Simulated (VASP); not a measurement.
# Si2W3 (P4/mbm) in VASP: a series of runs

Runs on Si2W3. Level: PBEsol. Tasks: single point.

Program: VASP 6.6.1. These are calculated values, not measurements. Logs are shortened: lines on timing, memory, paths and dates and some standing lists are left out, and cuts for length are marked.

**1. The cell of the first run**

Symmetry: P4/mbm, No. 127, tetragonal system. The conventional cell has a = 6.615 Å, b = 6.615 Å, c = 3.275 Å, α = 90.00°, β = 90.00°, γ = 90.00°. Within 3.3 Å of Si (site symmetry m2m) lie 3 Si at 2.51 to 3.27 Å and 8 W at 2.53 to 2.58 Å. W (site symmetry 4/m) has 4 Si at 2.58 Å and 10 W at 2.98 to 3.27 Å within 3.4 Å. Within 3.3 Å of W (site symmetry m2m) lie 6 Si at 2.53 to 2.55 Å and 7 W at 2.98 to 3.27 Å.

**2. Single point, PBEsol (strain +0.0050 x Voigt [1, 1, 0, 0, 0, 0])**

INCAR reads:

```
PREC     = Accurate       # precision mode
ENCUT    = 520            # plane-wave cutoff, eV
EDIFF    = 1E-6           # SCF threshold, eV
ISMEAR   = 0              # smearing method
SIGMA    = 0.15           # smearing width, eV
LREAL    = F              # projectors in reciprocal space
LASPH    = T              # aspherical terms in the spheres
NELM     = 100            # most SCF steps
ALGO     = Fast           # electronic algorithm
ISIF     = 2              # what is computed and relaxed
LWAVE    = F              # write WAVECAR
LCHARG   = T              # write CHGCAR
GGA      = PS             # functional
LELF     = T              # ELF
LVHAR    = T            
NBANDS   = 61             # bands
```

KPOINTS reads:

```
regular mesh
0
Gamma
  6 6 12
```

POSCAR reads:

```
Si2W3
1.0
    6.6153497947      0.0000000000      0.0000000000
    0.0000000000      6.6153497947      0.0000000000
    0.0000000000      0.0000000000      3.2749106405
Si W
4 6
Direct
    0.1340783106      0.6340783106      0.0000000000
    0.8659216894      0.3659216894      0.0000000000
    0.6340783106      0.8659216894      0.0000000000
    0.3659216894      0.1340783106      0.0000000000
    0.5000000000      0.5000000000      0.0000000000
    0.0000000000      0.0000000000      0.0000000000
    0.6598576525      0.1598576525      0.5000000000
    0.3401423475      0.8401423475      0.5000000000
    0.1598576525      0.3401423475      0.5000000000
    0.8401423475      0.6598576525      0.5000000000
```

Potentials or basis: VASP PAW PBE potentials, release 64 (Si, W_sv).

Command:

```bash
$ cat potpaw_PBE.64/Si/POTCAR potpaw_PBE.64/W_sv/POTCAR > POTCAR
$ mpirun -np 1 vasp_std > vasp.out
```

OUTCAR:

```text
PREC = Accurate
   ENCUT = 520
   EDIFF = 1E-6
   ISMEAR = 0
   LREAL = F
   LASPH = T
   NELM = 100
   ISIF = 2
   GGA = PS

 ion  position               nearest neighbor table
   1  0.134  0.634  0.000-   2 2.51   8 2.53   8 2.53  10 2.55   9 2.55   9 2.55  10 2.55   5 2.58
                             6 2.58
   2  0.866  0.366  0.000-   1 2.51   7 2.53   7 2.53  10 2.55   9 2.55   9 2.55  10 2.55   5 2.58
                             6 2.58
   3  0.634  0.866  0.000-   4 2.51  10 2.53  10 2.53   7 2.55   7 2.55   8 2.55   8 2.55   5 2.58
                             6 2.58
   4  0.366  0.134  0.000-   3 2.51   9 2.53   9 2.53   7 2.55   7 2.55   8 2.55   8 2.55   5 2.58
                             6 2.58
   5  0.500  0.500  0.000-   1 2.58   2 2.58   3 2.58   4 2.58   7 2.98   8 2.98   9 2.98  10 2.98
                             7 2.98   8 2.98   9 2.98  10 2.98
   6  0.000  0.000  0.000-   1 2.58   2 2.58   3 2.58   4 2.58   7 2.98   8 2.98   9 2.98  10 2.98
                             7 2.98   8 2.98   9 2.98  10 2.98
   7  0.660  0.160  0.500-   2 2.53   2 2.53   4 2.55   3 2.55   3 2.55   4 2.55   6 2.98   5 2.98
                             5 2.98   6 2.98   8 2.99
   8  0.340  0.840  0.500-   1 2.53   1 2.53   4 2.55   3 2.55   3 2.55   4 2.55   6 2.98   5 2.98
                             5 2.98   6 2.98   7 2.99
   9  0.160  0.340  0.500-   4 2.53   4 2.53   1 2.55   1 2.55   2 2.55   2 2.55   6 2.98   5 2.98
                             5 2.98   6 2.98  10 2.99
  10  0.840  0.660  0.500-   3 2.53   3 2.53   1 2.55   1 2.55   2 2.55   2 2.55   6 2.98   5 2.98
                             5 2.98   6 2.98   9 2.99

  LATTYP: Found a simple tetragonal cell.
 ALAT       =     6.6153497947
 C/A-ratio  =     0.4950472374

  Lattice vectors:

 A1 = (   6.6153497947,   0.0000000000,   0.0000000000)
 A2 = (   0.0000000000,   6.6153497947,   0.0000000000)
 A3 = (   0.0000000000,   0.0000000000,   3.2749106405)

Analysis of symmetry for initial positions (statically):
=====================================================================
 Subroutine PRICEL returns:
 Original cell was already a primitive cell.

 Routine SETGRP: Setting up the symmetry group for a
 simple tetragonal supercell.

 Subroutine GETGRP returns: Found 16 space group operations
 (whereof  8 operations were pure point group operations)
 out of a pool of 16 trial point group operations.

The static configuration has the point symmetry C_4h.
 The point group associated with its full space group is D_4h.

Analysis of symmetry for dynamics (positions and initial velocities):
=====================================================================
 Subroutine PRICEL returns:
 Original cell was already a primitive cell.

 Routine SETGRP: Setting up the symmetry group for a
 simple tetragonal supercell.

 Subroutine GETGRP returns: Found 16 space group operations
 (whereof  8 operations were pure point group operations)
 out of a pool of 16 trial point group operations.

The dynamic configuration has the point symmetry C_4h.
 The point group associated with its full space group is D_4h.

 Subroutine INISYM returns: Found 16 space group operations
 (whereof  8 operations are pure point group operations),
 and found     1 'primitive' translations

----------------------------------------------------------------------------------------

                                     Primitive cell

  volume of cell :     143.3194

  direct lattice vectors                    reciprocal lattice vectors
     6.615349795  0.000000000  0.000000000     0.151163586  0.000000000  0.000000000
     0.000000000  6.615349795  0.000000000     0.000000000  0.151163586  0.000000000
     0.000000000  0.000000000  3.274910640     0.000000000  0.000000000  0.305351843

  length of vectors
     6.615349795  6.615349795  3.274910640     0.151163586  0.151163586  0.305351843

  position of ions in fractional coordinates (direct lattice)
     0.134078311  0.634078311  0.000000000
     0.865921689  0.365921689  0.000000000
     0.634078311  0.865921689  0.000000000
     0.365921689  0.134078311  0.000000000
     0.500000000  0.500000000  0.000000000
     0.000000000  0.000000000  0.000000000
     0.659857653  0.159857653  0.500000000
     0.340142347  0.840142347  0.500000000
     0.159857653  0.340142347  0.500000000
     0.840142347  0.659857653  0.500000000

  ion indices of the primitive-cell ions
   primitive index   ion index
                 1           1
                 2           2
                 3           3
                 4           4
                 5           5
                 6           6
                 7           7
                 8           8
                 9           9
                10          10

----------------------------------------------------------------------------------------

 KPOINTS: regular mesh

Automatic generation of k-mesh.
 Grid dimensions read from file:
 generate k-points for:    6    6   12

 Generating k-lattice:

  Cartesian coordinates                     Fractional coordinates (reciprocal lattice)
     0.025193931  0.000000000  0.000000000     0.166666667  0.000000000  0.000000000
     0.000000000  0.025193931  0.000000000     0.000000000  0.166666667  0.000000000
     0.000000000  0.000000000  0.025445987     0.000000000  0.000000000  0.083333333

  Length of vectors
     0.025193931  0.025193931  0.025445987

  Shift w.r.t. Gamma in fractional coordinates (k-lattice)
     0.000000000  0.000000000  0.000000000

 Subroutine IBZKPT returns following result:
 ===========================================

 Found     70 irreducible k-points:

 Following reciprocal coordinates:
            Coordinates               Weight
  0.000000  0.000000  0.000000      1.000000
  0.166667  0.000000  0.000000      4.000000
  0.333333  0.000000  0.000000      4.000000
  0.500000  0.000000  0.000000      2.000000
  0.166667  0.166667  0.000000      4.000000
  0.333333  0.166667  0.000000      8.000000
[... 16 lines left out ...]
  0.333333  0.000000  0.166667      8.000000
  0.500000  0.000000  0.166667      4.000000
 [... further k-points ...]
   k-points           NKPTS =     70   k-points in BZ     NKDIM =     70   number of bands    NBANDS=     61
   number of dos      NEDOS =    301   number of ions     NIONS =     10
   total plane-waves  NPLWV =  60000
   dimension x,y,z NGX =    50 NGY =   50 NGZ =   24
   dimension x,y,z NGXF=   100 NGYF=  100 NGZF=   48
   ions per type =               4   6
   NGX,Y,Z   is equivalent  to a cutoff of  12.57, 12.57, 12.18 a.u.
   NGXF,Y,Z  is equivalent  to a cutoff of  25.13, 25.13, 24.37 a.u.
 SYSTEM =  unknown system
   PREC   = accura    normal or accurate (medium, high low for compatibility)
   ISTART =      0    job   : 0-new  1-cont  2-samecut
   ICHARG =      2    charge: 1-file 2-atom 10-const
   ISPIN  =      1    spin polarized calculation?
   LNONCOLLINEAR =      F non collinear calculations
   LSORBIT =      F    spin-orbit coupling
   LASPH  =      T    aspherical Exc in radial PAW
   ENCUT  =  520.0 eV  38.22 Ry    6.18 a.u.  12.30 12.30  6.09*2*pi/ulx,y,z
   NELM   =    100;   NELMIN=  2; NELMDL= -5     # of ELM steps
   EDIFF  = 0.1E-05   stopping-criterion for ELM
   LREAL  =      F    real-space projection
   EDIFFG = 0.1E-04   stopping-criterion for IOM
   NSW    =      0    number of steps for IOM
   IBRION =     -1    ionic relax: 0-MD 1-quasi-New 2-CG
   NFREE  =      0    steps in history (QN), initial steepest desc. (CG)
   ISIF   =      2    stress and relaxation
   ISYM   =      2    0-nonsym 1-usesym 2-fastsym
   POTIM  = 0.5000    time-step for ionic-motion
   TEBEG  =    0.0;   TEEND  =   0.0 temperature during run
   PSTRESS=    0.0 pullay stress
   NELECT =     100.0000    total number of electrons
   NUPDOWN=      -1.0000    fix difference up-down
   EMIN   =  10.00;   EMAX   =-10.00  energy-range for DOS
   EFERMI =   0.00;   METHOD = LEGACY
   ISMEAR =     0;   SIGMA  =   0.15  broadening in eV -4-tet -1-fermi 0-gaus
   EFERMI_NEDOS =   21; number of points for ismear=-14 and -15
   IALGO  =     68    algorithm
   IMIX   =      4    mixing-type and parameters
     AMIX     =   0.40;   BMIX     =  1.00
     AMIX_MAG =   1.60;   BMIX_MAG =  1.00
  volume/ion in A,a.u.               =      14.33        96.72
  Fermi-wavevector in a.u.,A,eV,Ry     =   1.452022  2.743923 28.686079  2.108367
  Thomas-Fermi vector in A             =   2.569452
   LORBIT       =      0    0 simple, 1 ext, 2 COOP (PROOUT), +10 PAW based schemes
   GGA     = PS    functional components
   LHFCALC =     F    Hartree Fock is set to
   AEXX    =    0.0000 exact exchange contribution
   IVDW    =     0    specifies the selected vdW correction
   LEPSILON=     F    determine dielectric tensor
   LRPA    =     F    only Hartree local field effects (RPA)
 non-spin polarized calculation
 RMM-DIIS sequential band-by-band and
 Gauss-broadening in eV      SIGMA  =   0.15
  energy-cutoff  :      520.00
  volume of cell :      143.32
 maximum number of plane-waves:      3908
 NGX is ok and might be reduce to    50
   NGX = 25   NGY = 25   NGZ = 13

 number of electron     100.0000000 magnetization

 number of electron      99.9999987 magnetization

 Free energy of the ion-electron system (eV)
  ---------------------------------------------------
  ext. energy  EPLUGINS =         0.00000000
  ---------------------------------------------------
  free energy    TOTEN  =      -106.26192261 eV

  energy without entropy =     -106.19738769  energy(sigma->0) =     -106.22965515

 E-fermi :  11.8019     XC(G=0): -13.1272

 val. band max:       11.8018286551   @ k =   0.3333   0.0000   0.2500
 cond. band min:      11.8039750286   @ k =   0.5000   0.5000   0.0000
 fundamental gap:      0.0021463735
 Fermi energy:        11.8018594549

 k-point     1 :       0.0000    0.0000    0.0000
  band No.  band energies     occupation
      1     -62.4804      2.00000
      2     -62.4733      2.00000
      3     -62.4652      2.00000
      4     -62.4652      2.00000
      5     -62.2130      2.00000
      6     -62.2098      2.00000
[... 1525 lines left out ...]
     60      14.0584      0.00000
     61      14.6200      0.00000

 [... further k-points ...]

------------------------ aborting loop because EDIFF is reached ----------------------------------------

  FORCE on cell =-STRESS in cart. coord.  units (eV):
  Direction    XX          YY          ZZ          XY          YZ          ZX
  --------------------------------------------------------------------------------------
  -------------------------------------------------------------------------------------
  Total       -2.3366825     -2.3366825     -1.5233965      0.0000000      0.0000000      0.0000000
  in kB      -26.1219265    -26.1219265    -17.0301490      0.0000000      0.0000000      0.0000000
  external PRESSURE =     -23.0913340 kB  Pullay stress =       0.0000000 kB

 VOLUME and BASIS-vectors are now :
 -----------------------------------------------------------------------------
  energy-cutoff  :      520.00
  volume of cell :      143.32
      direct lattice vectors                 reciprocal lattice vectors
     6.615349795  0.000000000  0.000000000     0.151163586  0.000000000  0.000000000
     0.000000000  6.615349795  0.000000000     0.000000000  0.151163586  0.000000000
     0.000000000  0.000000000  3.274910640     0.000000000  0.000000000  0.305351843

 POSITION                                       TOTAL-FORCE (eV/Angst)
 -----------------------------------------------------------------------------------
      0.88697      4.19465      0.00000         0.015359      0.015359     -0.000000
      5.72837      2.42070      0.00000        -0.015359     -0.015359     -0.000000
      4.19465      5.72837      0.00000         0.015359     -0.015359     -0.000000
      2.42070      0.88697      0.00000        -0.015359      0.015359      0.000000
      3.30767      3.30767      0.00000        -0.000000      0.000000     -0.000000
      0.00000      0.00000      0.00000        -0.000000      0.000000     -0.000000
      4.36519      1.05751      1.63746        -0.017956     -0.017956     -0.000000
      2.25016      5.55784      1.63746         0.017956      0.017956      0.000000
      1.05751      2.25016      1.63746        -0.017956      0.017956      0.000000
      5.55784      4.36519      1.63746         0.017956     -0.017956     -0.000000
 -----------------------------------------------------------------------------------
    total drift:                               -0.000000      0.000000      0.000000

  FREE ENERGIE OF THE ION-ELECTRON SYSTEM (eV)
  ---------------------------------------------------
  free  energy   TOTEN  =      -106.2619226139 eV

  energy  without entropy=     -106.1973876946  energy(sigma->0) =     -106.22965515
```

Wall time 11 min (1 thread of AMD EPYC 7R13 (Zen 3), shared host); peak memory 0.5 GiB.

Results:

```yaml
Free_energy: -106.2619 eV
Pressure: -2.3 GPa
Largest_force: 0.025 eV/Å
Band_gap_on_the_k_mesh: zero (bands 50 and 51 overlap by 1.68 eV)
```

Forces in eV/Å, atoms in the order of the input:
```
Si   0.015  0.015  0.000
Si  -0.015 -0.015  0.000
Si   0.015 -0.015  0.000
Si  -0.015  0.015  0.000
W    0.000  0.000  0.000
W    0.000  0.000  0.000
W   -0.018 -0.018  0.000
W    0.018  0.018  0.000
W   -0.018  0.018  0.000
W    0.018 -0.018  0.000
```

Stress tensor (GPa, compression positive):
```
-2.61  0.00  0.00
 0.00 -2.61  0.00
 0.00  0.00 -1.70
```

Levels at points of the mesh, in eV from the Fermi level:
```csv
k point,band 47,band 48,band 49,band 50,band 51,band 52,band 53,band 54
"(0.00, 0.00, 0.00)",-0.81,-0.81,-0.62,-0.15,-0.15,0.16,0.88,0.88
"(0.50, 0.00, 0.00)",-1.01,-1.01,-0.71,-0.71,-0.70,-0.70,0.51,0.51
"(0.50, 0.50, 0.00)",-1.43,-1.43,-0.06,-0.06,0.00,0.00,0.07,0.07
"(0.00, 0.00, 0.50)",-2.11,-1.56,-1.52,-1.39,1.78,1.94,1.94,1.98
"(0.50, 0.00, 0.50)",-0.46,-0.46,0.02,0.02,0.58,0.58,1.86,1.86
"(0.50, 0.50, 0.50)",-0.24,-0.24,0.98,0.98,1.30,1.30,1.44,1.44
```

Caveat: the cell differs from its parent crystal (strain +0.0050 x Voigt [1, 1, 0, 0, 0, 0]); the PAW data sets were made with another functional, which shifts forces and pressure a little; spin-orbit coupling is left out, which moves the levels of the heavy elements.

(Continued in part 2 of 2.)
